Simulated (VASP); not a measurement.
Wanted: the native input for a VASP 6.6.1 run.

- Task: single point
- Functional: LDA
- Potentials or basis: VASP PAW LDA potentials, release 64 (Ba_sv, Zr_sv, O)
- Cutoff: 520 eV
- k mesh: 4 × 4 × 4
- Occupations: gaussian, width 0.01 eV
- Spin: no spin polarisation
- Dipole correction: no
- Further INCAR settings: ALGO = Normal; EDIFF = 1e-06; NBANDS = 28

The structure of BaZrO3 lies in POSCAR:

```
BaZrO3
1.0
    4.1638072673      0.0000000000      0.0000000000
    0.0000000000      4.1638072673      0.0000000000
    0.0000000000      0.0000000000      4.1638072673
Ba Zr O
1 1 3
Direct
    0.0000000000      0.0000000000      0.0000000000
    0.5000000000      0.5000000000      0.5000000000
    0.0000000000      0.5000000000      0.5000000000
    0.5000000000      0.0000000000      0.5000000000
    0.5000000000      0.5000000000      0.0000000000
```

These files were run (other wordings do the same):

INCAR

```
PREC = Accurate
ENCUT = 520
EDIFF = 1E-6
ISMEAR = 0
SIGMA = 0.01
LREAL = False
LASPH = True
NELM = 100
ALGO = Normal
ISIF = 2
LWAVE = False
LCHARG = True
GGA = CA
LELF = True
LVHAR = True
NBANDS = 28
```

KPOINTS

```
Automatic mesh
0
Gamma
  4 4 4
```

Potentials or basis: VASP PAW LDA potentials, release 64 (Ba_sv, Zr_sv, O).

The run is started by

```bash
$ cat potpaw_LDA.64/Ba_sv/POTCAR potpaw_LDA.64/Zr_sv/POTCAR potpaw_LDA.64/O/POTCAR > POTCAR
$ mpirun -np 1 vasp_std > vasp.out
```

It gave:

The pressure is -0.5 GPa and the band gap on the k mesh is 3.10 eV, indirect (least direct gap 3.30 eV).

Caveat: spin-orbit coupling is left out, which moves the levels of the heavy elements.

Run time: 19 s on 1 thread of AMD EPYC 7R43 64-Core Processor (Zen 3), on a shared host, peak memory 0.13 GiB.
